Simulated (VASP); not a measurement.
Runs of VASP 6.6.1 on NaI. The structure is that of space group Fm-3m (No. 225), or close to it. The cells are those of the table. 

| task | level | cell | k mesh | cutoff (eV) | smearing | gap on the mesh (eV) | pressure (GPa) |
| --- | --- | --- | --- | --- | --- | --- | --- |
| single point | PBEsol | a = 4.255 Å, angles 60.0°, 2 atoms | 6 × 6 × 6 | 520 | gaussian 0.01 eV | 4.19 | 5.1 |
| relaxation of cell and atoms | PBEsol | relaxed from a = 4.577 Å, angles 60.0°, 2 atoms | 12 × 12 × 12 | 600 | fermi-dirac 0.05 eV | (b) | 0.0 |
| relaxation of cell and atoms | r2SCAN | relaxed to 5 GPa from a = 4.526 Å, angles 60.0°, 2 atoms | 6 × 6 × 6 | 600 | gaussian 0.01 eV | 5.16 | 5.0 |
| relaxation of cell and atoms | PBEsol | relaxed to 5 GPa from a = 4.526 Å, angles 60.0°, 2 atoms | 6 × 6 × 6 | 600 | gaussian 0.01 eV | 4.19 | 5.0 |
| single point | PBEsol | a = 4.526 Å, angles 60.0°, 2 atoms | 12 × 12 × 12 | 520 | fermi-dirac 0.05 eV | (a) | 0.1 |
| single point | r2SCAN | a = 4.293 Å, angles 60.0°, 2 atoms | 6 × 6 × 6 | 520 | gaussian 0.01 eV | 5.14 | 4.9 |

Alike in all rows: potentials or basis VASP PAW PBE potentials, release 64 (Na_pv, I); no spin polarisation.

Task: Fill in the values left out.

Result: (a) 3.59; (b) 3.58.

Caveats: the PAW data sets were made with another functional, which shifts forces and pressure a little; spin-orbit coupling is left out, which moves the levels of the heavy elements; the cell stands under pressure (at least some runs); the cell is relaxed towards a set pressure, so the run minimises the enthalpy, not the energy (at least some runs).

A k mesh can miss the band edges, and the runs leave out spin-orbit coupling on I.
